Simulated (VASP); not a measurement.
# CoSi (P4/mmm) in VASP: further runs

CoSi is run at these levels: PBE; tasks: single point.

Everything below comes from runs of VASP 6.6.1. Logs are shortened: lines on timing, memory, paths and dates and some standing lists are left out, and cuts for length are marked.

## 1. The cell of the first run

It takes space group P4/mmm (No. 123, tetragonal). The conventional cell has a = 2.810 Å, b = 2.810 Å, c = 2.726 Å, α = 90.00°, β = 90.00°, γ = 90.00°. Within 3.2 Å of Co (site symmetry 4/mmm) lie 8 Si at 2.41 Å and 6 Co at 2.73 to 2.81 Å. Within 3.2 Å of Si (site symmetry 4/mmm) lie 8 Co at 2.41 Å and 6 Si at 2.73 to 2.81 Å.

## 2. Single point, PBE, collinear spin, ferromagnetic start (stretched by -2 % along [0.0, 0.0, 1.0] at fixed volume)

Input file INCAR:

```
PREC     = Accurate       # precision mode
ENCUT    = 520            # plane-wave cutoff, eV
EDIFF    = 1E-6           # SCF threshold, eV
ISMEAR   = -1             # smearing method
SIGMA    = 0.1            # smearing width, eV
LREAL    = F              # projectors in reciprocal space
LASPH    = T              # aspherical terms in the spheres
NELM     = 150            # most SCF steps
ALGO     = Normal         # electronic algorithm
ISIF     = 2              # what is computed and relaxed
LWAVE    = F              # write WAVECAR
LCHARG   = F              # write CHGCAR
ISPIN    = 2              # spin polarisation
MAGMOM   = 2 0            # initial moments
LORBIT   = 11             # projections on sites
LMAXMIX  = 4              # l up to which the mixer works
GGA      = PE             # functional
NBANDS   = 18             # bands
```

Input file KPOINTS:

```
regular mesh
0
Gamma
  12 12 13
```

Input file POSCAR:

```
CoSi
1.0
    2.8095716175      0.0000000000      0.0000000000
    0.0000000000      2.8095716175      0.0000000000
    0.0000000000      0.0000000000      2.7257073200
Co Si
1 1
Direct
    0.0000000000      0.0000000000      0.0000000000
    0.5000000000      0.5000000000      0.5000000000
```

Potentials or basis: VASP PAW PBE potentials, release 64 (Co, Si).

Started as:

```console
cat potpaw_PBE.64/Co/POTCAR potpaw_PBE.64/Si/POTCAR > POTCAR
mpirun -np 1 vasp_std > vasp.out
```

OUTCAR:

```text
PREC = Accurate
   ENCUT = 520
   EDIFF = 1E-6
   ISMEAR = -1
   LREAL = F
   LASPH = T
   NELM = 150
   ISIF = 2
   ISPIN = 2
   LORBIT = 11
   GGA = PE

 ion  position               nearest neighbor table
   1  0.000  0.000  0.000-   2 2.41   2 2.41   2 2.41   2 2.41   2 2.41   2 2.41   2 2.41   2 2.41

   2  0.500  0.500  0.500-   1 2.41   1 2.41   1 2.41   1 2.41   1 2.41   1 2.41   1 2.41   1 2.41

  LATTYP: Found a simple tetragonal cell.
 ALAT       =     2.8095716175
 C/A-ratio  =     0.9701505037

  Lattice vectors:

 A1 = (   2.8095716175,   0.0000000000,   0.0000000000)
 A2 = (   0.0000000000,   2.8095716175,   0.0000000000)
 A3 = (   0.0000000000,   0.0000000000,   2.7257073200)

Analysis of symmetry for initial positions (statically):
=====================================================================
 Subroutine PRICEL returns:
 Original cell was already a primitive cell.

 Routine SETGRP: Setting up the symmetry group for a
 simple tetragonal supercell.

 Subroutine GETGRP returns: Found 16 space group operations
 (whereof 16 operations were pure point group operations)
 out of a pool of 16 trial point group operations.

The static configuration has the point symmetry D_4h.

Analysis of symmetry for dynamics (positions and initial velocities):
=====================================================================
 Subroutine PRICEL returns:
 Original cell was already a primitive cell.

 Routine SETGRP: Setting up the symmetry group for a
 simple tetragonal supercell.

 Subroutine GETGRP returns: Found 16 space group operations
 (whereof 16 operations were pure point group operations)
 out of a pool of 16 trial point group operations.

The dynamic configuration has the point symmetry D_4h.

Analysis of structural, dynamic, and magnetic symmetry:
=====================================================================
 Subroutine PRICEL returns:
 Original cell was already a primitive cell.

 Routine SETGRP: Setting up the symmetry group for a
 simple tetragonal supercell.

 Subroutine GETGRP returns: Found 16 space group operations
 (whereof 16 operations were pure point group operations)
 out of a pool of 16 trial point group operations.

The overall configuration has the point symmetry D_4h.

 Subroutine INISYM returns: Found 16 space group operations
 (whereof 16 operations are pure point group operations),
 and found     1 'primitive' translations

----------------------------------------------------------------------------------------

                                     Primitive cell

  volume of cell :      21.5159

  direct lattice vectors                    reciprocal lattice vectors
     2.809571618  0.000000000  0.000000000     0.355926147  0.000000000  0.000000000
     0.000000000  2.809571618  0.000000000     0.000000000  0.355926147  0.000000000
     0.000000000  0.000000000  2.725707320     0.000000000  0.000000000  0.366877248

  length of vectors
     2.809571618  2.809571618  2.725707320     0.355926147  0.355926147  0.366877248

  position of ions in fractional coordinates (direct lattice)
     0.000000000  0.000000000  0.000000000
     0.500000000  0.500000000  0.500000000

  ion indices of the primitive-cell ions
   primitive index   ion index
                 1           1
                 2           2

----------------------------------------------------------------------------------------

 KPOINTS: regular mesh

Automatic generation of k-mesh.
 Grid dimensions read from file:
 generate k-points for:   12   12   13

 Generating k-lattice:

  Cartesian coordinates                     Fractional coordinates (reciprocal lattice)
     0.029660512  0.000000000  0.000000000     0.083333333  0.000000000  0.000000000
     0.000000000  0.029660512  0.000000000     0.000000000  0.083333333  0.000000000
     0.000000000  0.000000000  0.028221327     0.000000000  0.000000000  0.076923077

  Length of vectors
     0.029660512  0.029660512  0.028221327

  Shift w.r.t. Gamma in fractional coordinates (k-lattice)
     0.000000000  0.000000000  0.000000000

 Subroutine IBZKPT returns following result:
 ===========================================

 Found    196 irreducible k-points:

 Following reciprocal coordinates:
            Coordinates               Weight
  0.000000  0.000000  0.000000      1.000000
  0.083333  0.000000  0.000000      4.000000
  0.166667  0.000000  0.000000      4.000000
  0.250000  0.000000  0.000000      4.000000
  0.333333  0.000000  0.000000      4.000000
  0.416667  0.000000  0.000000      4.000000
[... 16 lines left out ...]
  0.333333  0.333333  0.000000      4.000000
  0.416667  0.333333  0.000000      8.000000
 [... further k-points ...]
   k-points           NKPTS =    196   k-points in BZ     NKDIM =    196   number of bands    NBANDS=     18
   number of dos      NEDOS =    301   number of ions     NIONS =      2
   total plane-waves  NPLWV =  11520
   dimension x,y,z NGX =    24 NGY =   24 NGZ =   20
   dimension x,y,z NGXF=    48 NGYF=   48 NGZF=   40
   ions per type =               1   1
   NGX,Y,Z   is equivalent  to a cutoff of  14.20, 14.20, 12.20 a.u.
   NGXF,Y,Z  is equivalent  to a cutoff of  28.40, 28.40, 24.40 a.u.
 SYSTEM =  unknown system
   PREC   = accura    normal or accurate (medium, high low for compatibility)
   ISTART =      0    job   : 0-new  1-cont  2-samecut
   ICHARG =      2    charge: 1-file 2-atom 10-const
   ISPIN  =      2    spin polarized calculation?
   LNONCOLLINEAR =      F non collinear calculations
   LSORBIT =      F    spin-orbit coupling
   LASPH  =      T    aspherical Exc in radial PAW
   ENCUT  =  520.0 eV  38.22 Ry    6.18 a.u.   5.22  5.22  5.07*2*pi/ulx,y,z
   NELM   =    150;   NELMIN=  2; NELMDL= -5     # of ELM steps
   EDIFF  = 0.1E-05   stopping-criterion for ELM
   LREAL  =      F    real-space projection
   EDIFFG = 0.1E-04   stopping-criterion for IOM
   NSW    =      0    number of steps for IOM
   IBRION =     -1    ionic relax: 0-MD 1-quasi-New 2-CG
   NFREE  =      0    steps in history (QN), initial steepest desc. (CG)
   ISIF   =      2    stress and relaxation
   ISYM   =      2    0-nonsym 1-usesym 2-fastsym
   POTIM  = 0.5000    time-step for ionic-motion
   TEBEG  =    0.0;   TEEND  =   0.0 temperature during run
   PSTRESS=    0.0 pullay stress
   NELECT =      13.0000    total number of electrons
   NUPDOWN=      -1.0000    fix difference up-down
   EMIN   =  10.00;   EMAX   =-10.00  energy-range for DOS
   EFERMI =   0.00;   METHOD = LEGACY
   ISMEAR =    -1;   SIGMA  =   0.10  broadening in eV -4-tet -1-fermi 0-gaus
   EFERMI_NEDOS =   21; number of points for ismear=-14 and -15
   IALGO  =     38    algorithm
   IMIX   =      4    mixing-type and parameters
     AMIX     =   0.40;   BMIX     =  1.00
     AMIX_MAG =   1.60;   BMIX_MAG =  1.00
  volume/ion in A,a.u.               =      10.76        72.60
  Fermi-wavevector in a.u.,A,eV,Ry     =   1.384000  2.615381 26.061367  1.915456
  Thomas-Fermi vector in A             =   2.508545
   LORBIT       =     11    0 simple, 1 ext, 2 COOP (PROOUT), +10 PAW based schemes
   GGA     = PE    functional components
   LHFCALC =     F    Hartree Fock is set to
   AEXX    =    0.0000 exact exchange contribution
   IVDW    =     0    specifies the selected vdW correction
   LEPSILON=     F    determine dielectric tensor
   LRPA    =     F    only Hartree local field effects (RPA)
 spin polarized calculation
  energy-cutoff  :      520.00
  volume of cell :       21.52
 maximum number of plane-waves:       600
 NGX is ok and might be reduce to    24
   NGX = 11   NGY = 11   NGZ = 11

 number of electron      13.0000000 magnetization       0.5022269

 Free energy of the ion-electron system (eV)
  ---------------------------------------------------
  ext. energy  EPLUGINS =         0.00000000
  ---------------------------------------------------
  free energy    TOTEN  =       -13.30769411 eV

  energy without entropy =      -13.25808516  energy(sigma->0) =      -13.28288964

 E-fermi :  12.8202     XC(G=0): -12.9425

 val. band max:       12.8192860816   @ k =   0.4167   0.0833   0.1538
 cond. band min:      12.8228818874   @ k =   0.4167   0.0833   0.3077
 fundamental gap:      0.0035958058
 Fermi energy:        12.8202235704

 spin component 1

 k-point     1 :       0.0000    0.0000    0.0000
  band No.  band energies     occupation
      1      -1.4133      1.00000
      2       8.7283      1.00000
      3       8.7285      1.00000
      4      11.2175      1.00000
      5      11.3340      1.00000
      6      11.3340      1.00000
[... 10 lines left out ...]
     17      35.8191      0.00000
     18      36.7744      0.00000

 k-point     2 :       0.0833    0.0000    0.0000
  band No.  band energies     occupation
      1      -1.2825      1.00000
      2       8.6516      1.00000
      3       8.7705      1.00000
      4      11.0949      1.00000
      5      11.2373      1.00000
      6      11.3430      1.00000
[... 10 lines left out ...]
     17      35.8546      0.00000
     18      36.8057      0.00000

 k-point     3 :       0.1667    0.0000    0.0000
  band No.  band energies     occupation
      1      -0.8936      1.00000
      2       8.3166      1.00000
      3       8.8886      1.00000
      4      10.8023      1.00000
      5      10.9970      1.00000
      6      11.3676      1.00000
[... 412 lines left out ...]
 k-point    23 :       0.3333    0.3333    0.0000
  band No.  band energies     occupation
      1       2.3421      1.00000
      2       7.2212      1.00000
      3       7.7989      1.00000
      4       9.7231      1.00000
      5      10.6468      1.00000
      6      10.7999      1.00000
[... 10 lines left out ...]
     17      36.8096      0.00000
     18      37.1688      0.00000

 k-point    24 :       0.4167    0.3333    0.0000
  band No.  band energies     occupation
      1       3.1248      1.00000
      2       6.4552      1.00000
      3       8.0940      1.00000
      4       9.5506      1.00000
      5      10.5647      1.00000
      6      10.7974      1.00000
[... 10 lines left out ...]
     17      35.5128      0.00000
     18      38.5497      0.00000

 [... further k-points ...]

 spin component 2

 k-point     1 :       0.0000    0.0000    0.0000
  band No.  band energies     occupation
      1      -1.4049      1.00000
      2       9.2428      1.00000
      3       9.3145      1.00000
      4      11.5587      1.00000
      5      11.6602      0.99999
      6      11.6602      0.99999
[... 10 lines left out ...]
     17      35.8103      0.00000
     18      36.7450      0.00000

 k-point     2 :       0.0833    0.0000    0.0000
  band No.  band energies     occupation
      1      -1.2741      1.00000
      2       9.1447      1.00000
      3       9.3481      1.00000
      4      11.4248      1.00000
      5      11.5562      1.00000
      6      11.6696      0.99999
[... 10 lines left out ...]
     17      35.9367      0.00000
     18      36.7874      0.00000

 k-point     3 :       0.1667    0.0000    0.0000
  band No.  band energies     occupation
      1      -0.8852      1.00000
      2       8.6937      1.00000
      3       9.4785      1.00000
      4      11.1110      1.00000
      5      11.3006      1.00000
      6      11.6953      0.99999
[... 412 lines left out ...]
 k-point    23 :       0.3333    0.3333    0.0000
  band No.  band energies     occupation
      1       2.3579      1.00000
      2       7.3674      1.00000
      3       7.8910      1.00000
      4      10.2749      1.00000
      5      10.9374      1.00000
      6      11.1038      1.00000
[... 10 lines left out ...]
     17      36.9221      0.00000
     18      37.2494      0.00000

 k-point    24 :       0.4167    0.3333    0.0000
  band No.  band energies     occupation
      1       3.1487      1.00000
      2       6.5307      1.00000
      3       8.1905      1.00000
      4      10.0828      1.00000
      5      10.8552      1.00000
      6      11.1003      1.00000
[... 10 lines left out ...]
     17      35.6271      0.00000
     18      38.6242      0.00000

 [... further k-points ...]

------------------------ aborting loop because EDIFF is reached ----------------------------------------

  FORCE on cell =-STRESS in cart. coord.  units (eV):
  Direction    XX          YY          ZZ          XY          YZ          ZX
  --------------------------------------------------------------------------------------
  -------------------------------------------------------------------------------------
  Total       -0.0009351     -0.0009351      0.2218191      0.0000000      0.0000000      0.0000000
  in kB       -0.0696336     -0.0696336     16.5177203      0.0000000      0.0000000      0.0000000
  external PRESSURE =       5.4594844 kB  Pullay stress =       0.0000000 kB

 VOLUME and BASIS-vectors are now :
 -----------------------------------------------------------------------------
  energy-cutoff  :      520.00
  volume of cell :       21.52
      direct lattice vectors                 reciprocal lattice vectors
     2.809571618  0.000000000  0.000000000     0.355926147  0.000000000  0.000000000
     0.000000000  2.809571618  0.000000000     0.000000000  0.355926147  0.000000000
     0.000000000  0.000000000  2.725707320     0.000000000  0.000000000  0.366877248

 POSITION                                       TOTAL-FORCE (eV/Angst)
 -----------------------------------------------------------------------------------
      0.00000      0.00000      0.00000         0.000000      0.000000      0.000000
      1.40479      1.40479      1.36285         0.000000      0.000000      0.000000
 -----------------------------------------------------------------------------------
    total drift:                                0.000000      0.000000      0.000000

  FREE ENERGIE OF THE ION-ELECTRON SYSTEM (eV)
  ---------------------------------------------------
  free  energy   TOTEN  =       -13.3076941146 eV

  energy  without entropy=      -13.2580851610  energy(sigma->0) =      -13.28288964

 total charge

# of ion       s       p       d       tot
------------------------------------------
    1        0.440   0.589   7.578   8.607
    2        0.710   0.864   0.000   1.574
--------------------------------------------------
tot          1.150   1.453   7.578  10.181

 magnetization (x)

# of ion       s       p       d       tot
------------------------------------------
    1        0.006   0.000   0.500   0.506
    2        0.002   0.009   0.000   0.011
--------------------------------------------------
tot          0.007   0.009   0.500   0.516
```

Wall time 93 s (1 thread of Intel Xeon Platinum 8259CL at 2.50GHz (Skylake/Cascade Lake), shared host); peak memory 0.23 GiB.

Results:

* Free energy: -13.3077 eV
* Pressure: 0.5 GPa
* Net moment: 0.50 μB per cell
* Site moments: Co +0.51; Si +0.01 μB
* Valence electrons inside the program's atomic spheres: Co 8.61; Si 1.57

Stress tensor (GPa, compression positive):
```
-0.01  0.00  0.00
 0.00 -0.01  0.00
 0.00  0.00  1.65
```

(Part 1 of 2 ends here.)
